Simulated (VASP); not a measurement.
# MnHg3 (Pm-3m) in VASP: notebook, part 2 of 2

VASP 6.6.1. The steps go on from the part before.

### Step 4. Single point, PBE, collinear spin, ferromagnetic start

This run uses another cell than the first one, of 22.85 Å³/atom.

INCAR

```
SYSTEM = MnHg3
PREC     = Accurate       ! precision mode
ENCUT    = 520            ! plane-wave cutoff, eV
EDIFF    = 1E-6           ! SCF threshold, eV
ISMEAR   = -1             ! smearing method
SIGMA    = 0.05           ! smearing width, eV
LREAL    = .False.        ! projectors in reciprocal space
LASPH    = .True.         ! aspherical terms in the spheres
NELM     = 150            ! most SCF steps
ALGO     = Normal         ! electronic algorithm
ISIF     = 2              ! what is computed and relaxed
LWAVE    = .False.        ! write WAVECAR
LCHARG   = .False.        ! write CHGCAR
ISPIN    = 2              ! spin polarisation
MAGMOM   = 0 0 0 4        ! initial moments
LORBIT   = 11             ! projections on sites
LMAXMIX  = 4              ! l up to which the mixer works
GGA      = PE             ! functional
NBANDS   = 36             ! bands
```

KPOINTS

```
Automatic mesh
0
Gamma
  6 6 6
  0 0 0
```

POSCAR

```
MnHg3
1.0
    4.5044965075      0.0000000000      0.0000000000
    0.0000000000      4.5044965075      0.0000000000
    0.0000000000      0.0000000000      4.5044965075
Hg Mn
3 1
Direct
    0.5000000000      0.5000000000      0.0000000000
    0.0000000000      0.5000000000      0.5000000000
    0.5000000000      0.0000000000      0.5000000000
    0.0000000000      0.0000000000      0.0000000000
```

Potentials or basis: VASP PAW PBE potentials, release 64 (Hg, Mn_pv).

Run with:

```sh
cat potpaw_PBE.64/Hg/POTCAR potpaw_PBE.64/Mn_pv/POTCAR > POTCAR
mpirun -np 1 vasp_std > vasp.out
```

OUTCAR:

```text
SYSTEM = MnHg3
   PREC = Accurate
   ENCUT = 520
   EDIFF = 1E-6
   ISMEAR = -1
   LREAL = .False.
   LASPH = .True.
   NELM = 150
   ISIF = 2
   ISPIN = 2
   LORBIT = 11
   GGA = PE

 ion  position               nearest neighbor table
   1  0.500  0.500  0.000-   2 3.19   3 3.19   4 3.19   2 3.19   3 3.19   3 3.19   4 3.19   3 3.19
                             2 3.19   4 3.19   2 3.19   4 3.19
   2  0.000  0.500  0.500-   1 3.19   3 3.19   4 3.19   1 3.19   4 3.19   3 3.19   4 3.19   4 3.19
                             1 3.19   3 3.19   1 3.19   3 3.19
   3  0.500  0.000  0.500-   1 3.19   2 3.19   4 3.19   1 3.19   4 3.19   1 3.19   2 3.19   1 3.19
                             2 3.19   4 3.19   4 3.19   2 3.19
   4  0.000  0.000  0.000-   1 3.19   2 3.19   3 3.19   2 3.19   3 3.19   1 3.19   2 3.19   2 3.19
                             1 3.19   3 3.19   3 3.19   1 3.19

  LATTYP: Found a simple cubic cell.
 ALAT       =     4.5044965075

  Lattice vectors:

 A1 = (   4.5044965075,   0.0000000000,   0.0000000000)
 A2 = (   0.0000000000,   4.5044965075,   0.0000000000)
 A3 = (   0.0000000000,   0.0000000000,   4.5044965075)

Analysis of symmetry for initial positions (statically):
=====================================================================
[... 1762 lines left out ...]
  -------------------------------------------------------------------------------------
  Total       -1.1598564     -1.1598564     -1.1598564      0.0000000      0.0000000     -0.0000000
  in kB      -20.3318102    -20.3318102    -20.3318102      0.0000000      0.0000000     -0.0000000
  external PRESSURE =     -20.3318102 kB  Pullay stress =       0.0000000 kB

 VOLUME and BASIS-vectors are now :
 -----------------------------------------------------------------------------
  energy-cutoff  :      520.00
  volume of cell :       91.40
      direct lattice vectors                 reciprocal lattice vectors
     4.504496507  0.000000000  0.000000000     0.222000394  0.000000000  0.000000000
     0.000000000  4.504496507  0.000000000     0.000000000  0.222000394  0.000000000
     0.000000000  0.000000000  4.504496507     0.000000000  0.000000000  0.222000394

 POSITION                                       TOTAL-FORCE (eV/Angst)
 -----------------------------------------------------------------------------------
      2.25225      2.25225      0.00000         0.000000      0.000000      0.000000
      0.00000      2.25225      2.25225         0.000000      0.000000      0.000000
      2.25225      0.00000      2.25225         0.000000      0.000000      0.000000
      0.00000      0.00000      0.00000         0.000000      0.000000      0.000000
 -----------------------------------------------------------------------------------
    total drift:                                0.000000      0.000000      0.000000

  FREE ENERGIE OF THE ION-ELECTRON SYSTEM (eV)
  ---------------------------------------------------
  free  energy   TOTEN  =        -8.3353637629 eV

  energy  without entropy=       -8.3180006596  energy(sigma->0) =       -8.32668221

 total charge

# of ion       s       p       d       tot
------------------------------------------
    1        0.848   0.301   9.306  10.456
    2        0.848   0.301   9.306  10.456
    3        0.848   0.301   9.306  10.456
    4        0.242   6.094   4.921  11.257
--------------------------------------------------
tot          2.787   6.998  32.840  42.625

 magnetization (x)

# of ion       s       p       d       tot
------------------------------------------
    1        0.005  -0.018   0.014   0.001
    2        0.005  -0.018   0.014   0.001
    3        0.005  -0.018   0.014   0.001
    4        0.071   0.014   4.098   4.184
--------------------------------------------------
tot          0.087  -0.039   4.140   4.188
```

It took 59 s on 1 thread of AMD EPYC 9R45 (Zen 5), shared host; peak memory 0.26 GiB.

Results:

* Free energy: -8.3354 eV
* Pressure: -2.0 GPa
* Net moment: 4.42 μB per cell
* Site moments: Hg +0.00; Mn +4.18 μB
* Valence electrons inside the program's atomic spheres: Hg 10.46; Mn 11.26

Levels at points of the mesh, in eV from the Fermi level:
Spin up:
```
           k point  band 23  band 24  band 25  band 26  band 27  band 28  band 29  band 30  band 31  band 32
(0.00, 0.00, 0.00)    -2.80    -2.80    -0.26    -0.26    -0.26     0.57     0.57     2.82     7.07     7.07
(0.50, 0.00, 0.00)    -3.13    -2.94    -2.82     0.38     2.06     2.85     2.85     3.06     3.06     4.83
(0.50, 0.50, 0.00)    -3.12    -3.12    -2.98    -2.24    -2.08     4.40     4.50     4.50     5.41     5.41
(0.50, 0.50, 0.50)    -2.87    -1.79    -1.68    -1.68    -1.68    -1.24    -1.24    -1.24     0.82    12.61
```
Spin down:
```tsv
k point	band 20	band 21	band 22	band 23	band 24	band 25
(0.00, 0.00, 0.00)	-0.65	-0.65	-0.10	-0.10	-0.10	1.02
(0.50, 0.00, 0.00)	-5.85	0.06	0.06	0.27	0.35	0.82
(0.50, 0.50, 0.00)	-3.78	-3.78	-2.55	0.40	0.40	0.94
(0.50, 0.50, 0.50)	-2.46	-2.46	-1.80	-1.51	-1.51	-1.51
```

Caveat: spin-orbit coupling is left out, which moves the levels of the heavy elements.

### Step 5. The runs side by side

| cell | gap on the mesh (eV) | pressure (GPa) | moment (μB) |
| --- | --- | --- | --- |
| a = 4.447 Å, 4 atoms | none | -0.4 | 4.36 |
| a = 4.476 Å, 4 atoms | none | -1.2 | 4.40 |
| a = 4.504 Å, 4 atoms | none | -2.0 | 4.42 |

Alike in all rows: task single point; level PBE; potentials or basis VASP PAW PBE potentials, release 64 (Hg, Mn_pv); spin collinear, ferromagnetic start; k mesh 6 × 6 × 6; cutoff (eV) 520; smearing fermi-dirac 0.05 eV.

Caveats: spin-orbit coupling is left out, which moves the levels of the heavy elements.

Total energies depend on the potentials used, so only differences within one code and one set of settings carry meaning.
